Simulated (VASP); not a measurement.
Write the native input for VASP 6.6.1 that does the following.

```yaml
Task: relaxation of the atoms
Functional: PBE
Potentials_or_basis: VASP PAW PBE potentials, release 64 (Al, N)
Cutoff: 520 eV
k_mesh: 2 × 2 × 2
Occupations: gaussian, width 0.01 eV
Spin: collinear spin
Starting_moments: "[0.75, 0.0, 0.0, 0.0, 0.75, 0.75, 0.75, 0.0, 0.0, 0.0, 0.0, 0.0, 0.0, 0.0, 0.0] μB"
Dipole_correction: no
Further_INCAR_settings: LREAL = Auto; ALGO = Normal; EDIFF = 1e-06; IBRION = 2; EDIFFG = -0.025; NSW = 65
```

The structure of Al8N7 (a cell with a defect) lies in POSCAR:

```
Al8N7
1.0
    0.0000000000      4.4031742015     -4.4031742015
    4.4031742015      4.4031742015      0.0000000000
    4.4031742015      0.0000000000     -4.4031742015
Al N
8 7
Direct
    0.0012731717      0.0012731717      0.4961804850
   -0.0016699096      0.5005566365      0.5005566365
    0.5005566365     -0.0016699096      0.5005566365
    0.5005566365      0.5005566365      0.5005566365
    0.0012731717      0.0012731717      1.0012731717
    0.0012731717      0.4961804850      1.0012731717
    0.4961804850      0.0012731717      1.0012731717
    0.5005566365      0.5005566365      0.9983300904
    0.1256915822      0.6243084178      0.1256915822
    0.6243084178      0.1256915822      0.1256915822
    0.6243084178      0.6243084178      0.1256915822
    0.1256915822      0.1256915822      0.6243084178
    0.1256915822      0.6243084178      0.6243084178
    0.6243084178      0.1256915822      0.6243084178
    0.6250000000      0.6250000000      0.6250000000
```

This cell differs from its parent crystal: atoms taken out.

One way to write it, as run:

INCAR

```
SYSTEM = Al8N7
ALGO = Normal ; EDIFF = 1E-6
EDIFFG = -0.025 ; ENCUT = 520
GGA = PE ; IBRION = 2
ISIF = 2 ; ISMEAR = 0
ISPIN = 2 ; LASPH = .TRUE.
LCHARG = .FALSE. ; LORBIT = 11
LREAL = Auto ; LWAVE = .FALSE.
MAGMOM = 0.75 0 0 0 0.75 0.75 0.75 0 0 0 0 0 0 0 0 ; NELM = 150
NSW = 65 ; PREC = Accurate
SIGMA = 0.01
```

KPOINTS

```
k-points
0
G
  2 2 2
  0 0 0
```

Potentials or basis: VASP PAW PBE potentials, release 64 (Al, N).

Run with:

```console
$ cat potpaw_PBE.64/Al/POTCAR potpaw_PBE.64/N/POTCAR > POTCAR
$ mpirun -np 1 vasp_std > vasp.out
```

Results of the run:

| Item | Value |
| --- | --- |
| Pressure after relaxing | -0.9 GPa |
| Largest force after relaxing | 0.012 eV/Å |
| Net moment | 0.25 μB per cell |
| Valence electrons inside the program's atomic spheres | Al 0.78, 0.80 (each value once); N 3.83, 3.86 (each value once) |

Caveat: the k points lie up to 0.62 Å⁻¹ apart; the cell differs from its parent crystal (atoms taken out); the relaxation stopped at its first step, so nothing moved.

Run time: 3 min on 1 thread of Intel Xeon 8259CL (shared host), peak memory 0.39 GiB.
